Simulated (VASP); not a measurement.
Input of a VASP 6.6.1 run:

File INCAR:

```
SYSTEM = Al15N15F
PREC     = Accurate       ! precision mode
ENCUT    = 520            ! plane-wave cutoff, eV
EDIFF    = 1E-6           ! SCF threshold, eV
ISMEAR   = -1             ! smearing method
SIGMA    = 0.01           ! smearing width, eV
LREAL    = Auto         
LASPH    = .True.         ! aspherical terms in the spheres
NELM     = 120            ! most SCF steps
ALGO     = Normal         ! electronic algorithm
ISIF     = 2              ! what is computed and relaxed
LWAVE    = .False.        ! write WAVECAR
LCHARG   = .True.         ! write CHGCAR
GGA      = PE             ! functional
LELF     = .True.         ! ELF
LVHAR    = .True.       
NBANDS   = 84             ! bands
GGA_COMPAT= .False.
```

KPOINTS

```
Automatic mesh
0
Gamma
  1 1 1
  0.25 0.25 0.25
```

The input POSCAR:

```
Al15N15F
1.0
    6.2595139128      0.0000000578      0.0000000000
   -3.1297570064      5.4208980350      0.0000000000
    0.0000000000      0.0000000000     10.0348065929
Al F N
15 1 15
Direct
    0.3348616099      0.1684803104      0.2354479757
    0.3310527475      0.1713656072      0.7503852878
    0.1654598318      0.3368087719      0.9972931397
    0.3382510021      0.6679830751      0.2540396359
    0.1581914343      0.8052471899      0.5051295558
    0.3339551967      0.6673007139      0.7489030113
    0.1667218379      0.8337666302      1.0002622096
    0.8343088817      0.1643545954      0.2539742367
    0.6981258118      0.3444359598      0.5053013898
    0.8351506324      0.1683933492      0.7490872465
    0.6685307913      0.3358121873      1.0003629236
    0.8342113627      0.6686818698      0.2495855813
    0.6675817968      0.8340396287      0.5046325685
    0.8327025416      0.6698627578      0.7521410407
    0.6668549766      0.8355339960      1.0001074726
    0.3424446163      0.1595057189      0.4315131132
    0.1688053377      0.3337668138      0.1909008735
    0.3329489391      0.1689565580      0.9427921469
    0.1667850392      0.3356821682      0.7044717935
    0.3536581505      0.6990525573      0.4370713647
    0.1688638140      0.8331071765      0.1913915008
    0.3331366038      0.6723282992      0.9409986607
    0.1684268893      0.8374460386      0.6896080053
    0.8010976472      0.1468976786      0.4367072629
    0.6702869034      0.3346008211      0.1912829403
    0.8298239162      0.1692588472      0.9411658905
    0.6652448496      0.3340666683      0.6897492009
    0.8343956508      0.6677240074      0.4403481689
    0.6704460019      0.8319026844      0.1882596191
    0.8331811054      0.6692939722      0.9407911858
    0.6686426705      0.8335440147      0.6938277324
```

Potentials or basis: VASP PAW PBE potentials, release 64 (Al, F, N).

Run with:

```console
$ cat potpaw_PBE.64/Al/POTCAR potpaw_PBE.64/F/POTCAR potpaw_PBE.64/N/POTCAR > POTCAR
$ mpirun -np 1 vasp_std > vasp.out
```

Task: What does it give for the pressure?

Result: 0.8 GPa.

Task: Estimate the band gap on the k mesh.

Result: Zero (an odd number of electrons rules out a gap without spin polarisation).

Task: Estimate the largest force.

Result: 0.288 eV/Å.

Forces on the atoms (eV/Å):
```
Al   0.113 -0.079 -0.044
Al  -0.008  0.011  0.022
Al  -0.127  0.073 -0.106
Al   0.071 -0.060 -0.150
Al  -0.160  0.112  0.133
Al   0.092 -0.229  0.056
Al  -0.078  0.085 -0.017
Al   0.116 -0.054 -0.170
Al  -0.191  0.073  0.145
Al   0.247  0.029  0.047
Al  -0.118  0.022 -0.050
Al   0.125 -0.049 -0.008
Al   0.133 -0.115  0.228
Al   0.138 -0.083  0.023
Al  -0.152  0.082 -0.050
F    0.069 -0.039 -0.020
N   -0.223  0.123  0.084
N    0.239 -0.105  0.066
N   -0.157  0.080  0.019
N    0.049 -0.160 -0.121
N   -0.152  0.065  0.034
N    0.176 -0.070  0.050
N   -0.133  0.071  0.017
N    0.177  0.100 -0.111
N   -0.159  0.058  0.044
N    0.162 -0.120  0.037
N   -0.134  0.077  0.006
N    0.053 -0.020 -0.069
N   -0.171  0.110  0.062
N    0.173 -0.102  0.010
N   -0.170  0.116 -0.169
```

Caveat: the k points lie up to 0.58 Å⁻¹ apart, too coarse for converged energies and pressures of a metal; an odd number of electrons without spin polarisation forces a metal; a magnetic or distorted state may lie lower.
